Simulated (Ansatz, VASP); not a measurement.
# SrO in VASP and in Ansatz

```xyz
2
Lattice="0.0000 2.6573 2.6573 2.6573 0.0000 2.6573 2.6573 2.6573 0.0000" Properties=species:S:1:pos:R:3 pbc="T T T"
Sr    0.0000    0.0000    0.0000
O     2.6573    2.6573    2.6573
```

Change from the starting cell: hydrostatic strain +3.0%.

Alike in both runs: task single point; functional PBE; k mesh 8 × 8 × 8; occupations fermi-dirac, width 0.02 eV; no spin polarisation.

|  | VASP | Ansatz |
| --- | --- | --- |
| version | VASP 6.6.1 | Ansatz 0.2.0 |
| potentials or method | VASP PAW PBE potentials, release 64 (Sr_sv, O) | plane waves, PAW |
| plane-wave cutoff (eV) | 520 | 420 |
| valence electrons in the cell | 16 | 16 |

VASP gave:

```
gap on the k mesh at the Fermi level (eV) : 3.30
pressure (GPa)                            : -4.6
```

Task: Estimate Ansatz's values.

Result: gap on the k mesh at the Fermi level (eV): 3.33; pressure (GPa): -5.0.

With one functional, cell and mesh, what is left measures potentials, basis and numerics.
